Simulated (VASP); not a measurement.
A run of VASP 6.6.1 is set up as follows.

POSCAR

```
BN
1.0
    1.2675858000      0.7318410028      3.4173202092
   -1.2675858000      0.7318410028      3.4173202092
    0.0000000000     -1.4636820056      3.4173202092
N B
1 1
Direct
    0.6672382000      0.6672382000      0.6672382000
    0.0003288000      0.0003288000      0.0003288000
```

The input INCAR.step1:

```
  PREC = Accurate
  ENCUT = 520
  EDIFF = 1E-5
  ISMEAR = -1
  SIGMA = 0.05
  LREAL = F
  LASPH = T
  NELM = 80
  ALGO = Normal
  ISIF = 2
  LWAVE = T
  NBANDS = 11
  GGA = PE
```

The input INCAR.step2:

```
  PREC = Accurate
  ENCUT = 520
  EDIFF = 1E-6
  ISMEAR = -1
  SIGMA = 0.05
  LREAL = F
  LASPH = T
  NELM = 80
  ALGO = Normal
  ISIF = 2
  LWAVE = F
  LCHARG = T
  METAGGA = R2SCAN
  LHFCALC = T
  AEXX = 0.5
  LMIXTAU = T
  PRECFOCK = Normal
  IVDW = 13
  VDW_S6 = 1.0
  VDW_S8 = 1.0471
  VDW_A1 = 0.4574
  VDW_A2 = 5.8969
  LELF = T
  LVHAR = T
  NBANDS = 11
  ISTART = 1
```

Contents of KPOINTS:

```
regular mesh
0
Gamma
  6 6 6
```

Potentials or basis: VASP PAW PBE potentials, release 64 (N, B).

Launch:

```console
$ cat potpaw_PBE.64/N/POTCAR potpaw_PBE.64/B/POTCAR > POTCAR
$ cp INCAR.step1 INCAR
$ mpirun -np 1 vasp_std > vasp.out
$ cp INCAR.step2 INCAR
$ mpirun -np 1 vasp_std > vasp.out
```

**Question.** Estimate the largest force.

**Answer.** 0.014 eV/Å.

**Question.** What does it give for the band gap on the k mesh?

**Answer.** 8.52 eV (least direct gap 9.23 eV).

Stress tensor (GPa, compression positive):
```
-24.00   0.00   0.00
  0.00 -24.00   0.00
  0.00   0.00  -1.51
```

Caveat: the k points lie up to 0.49 Å⁻¹ apart; the PAW data sets were made with another functional, which shifts forces and pressure a little. A k mesh can miss the band edges.
